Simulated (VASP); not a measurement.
A run of VASP 6.6.1 is set up as follows.

The input INCAR:

```
SYSTEM = Au
PREC = Accurate ; ENCUT = 520
EDIFF = 1E-7 ; ISMEAR = 0
SIGMA = 0.15 ; LREAL = .FALSE.
LASPH = .TRUE. ; NELM = 60
ALGO = Fast ; ISIF = 2
LWAVE = .FALSE. ; LCHARG = .FALSE.
GGA = PS ; NBANDS = 12
```

The input KPOINTS:

```
Automatic mesh
0
G
  22 22 22
  0 0 0
```

File POSCAR:

```
Au
1.0
    0.0000000000      1.9815357957      2.1796893753
    1.9815357957      0.0000000000      2.1796893753
    1.9815357957      1.9815357957      0.0000000000
Au
1
Direct
    0.0000000000      0.0000000000      0.0000000000
```

Potentials or basis: VASP PAW PBE potentials, release 64 (Au).

Launch:

```console
$ cat potpaw_PBE.64/Au/POTCAR > POTCAR
$ mpirun -np 1 vasp_std > vasp.out
```

(1) Predict the band gap on the k mesh.

(2) What does it give for the pressure?

Answers

(1) zero (an odd number of electrons rules out a gap without spin polarisation).

(2) -0.8 GPa.

Caveat: the PAW data sets were made with another functional, which shifts forces and pressure a little; spin-orbit coupling is left out, which moves the levels of the heavy elements.
